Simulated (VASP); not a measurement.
Wanted: the native input for a VASP 6.6.1 run.

```
Task                   : single point
Functional             : r2SCAN
Potentials or basis    : VASP PAW PBE potentials, release 64 (Mg, O)
Cutoff                 : 520 eV
k mesh                 : 9 × 9 × 4
Occupations            : gaussian, width 0.01 eV
Spin                   : no spin polarisation
Dipole correction      : no
Further INCAR settings : ALGO = Normal; EDIFF = 1e-06; NBANDS = 16
```

The system is MgO.

```
Mg O
1.0
     3.28822    0.00000    0.00000
    -1.64411    2.84768    0.00000
     0.00000    0.00000    5.03437
Mg O
2 2
Direct
  0.33333 0.66667 0.99016
  0.66667 0.33333 0.49016
  0.33333 0.66667 0.38484
  0.66667 0.33333 0.88484
```

One way to write it, as run:

POSCAR

```
MgO
1.0
    3.2882172536      0.0000000000      0.0000000000
   -1.6441086268      2.8476796748      0.0000000000
    0.0000000000      0.0000000000      5.0343661375
Mg O
2 2
Direct
    0.3333333333      0.6666666667     -0.0098385294
    0.6666666667      0.3333333333      0.4901614706
    0.3333333333      0.6666666667      0.3848385294
    0.6666666667      0.3333333333      0.8848385294
```

INCAR.step1

```
SYSTEM = MgO
  ALGO = Normal
  EDIFF = 1E-4
  ENCUT = 520
  GGA = PE
  ISMEAR = 0
  LASPH = .True.
  LCHARG = .False.
  LREAL = .False.
  LWAVE = .True.
  NBANDS = 16
  NELM = 80
  PREC = Accurate
  SIGMA = 0.01
```

INCAR.step2

```
SYSTEM = MgO
  ALGO = Normal
  EDIFF = 1E-6
  ENCUT = 520
  ISIF = 2
  ISMEAR = 0
  ISTART = 1
  LASPH = .True.
  LCHARG = .False.
  LMIXTAU = .True.
  LREAL = .False.
  LWAVE = .False.
  METAGGA = R2SCAN
  NBANDS = 16
  NELM = 80
  PREC = Accurate
  SIGMA = 0.01
```

KPOINTS

```
k-points
0
Gamma
  9 9 4
  0 0 0
```

Potentials or basis: VASP PAW PBE potentials, release 64 (Mg, O).

Run with:

```console
$ cat potpaw_PBE.64/Mg/POTCAR potpaw_PBE.64/O/POTCAR > POTCAR
$ cp INCAR.step1 INCAR
$ mpirun -np 1 vasp_std > vasp.out
$ cp INCAR.step2 INCAR
$ mpirun -np 1 vasp_std > vasp.out
```

Results of the run:

```json
{
  "Pressure": "-0.5 GPa",
  "Band gap on the k mesh": "4.21 eV, direct"
}
```

Caveat: the PAW data sets were made with another functional, which shifts forces and pressure a little.

Run time: 2.3 min on 1 thread of AMD EPYC 7R43 64-Core Processor (Zen 3), with other jobs on the host, peak memory 0.14 GiB.
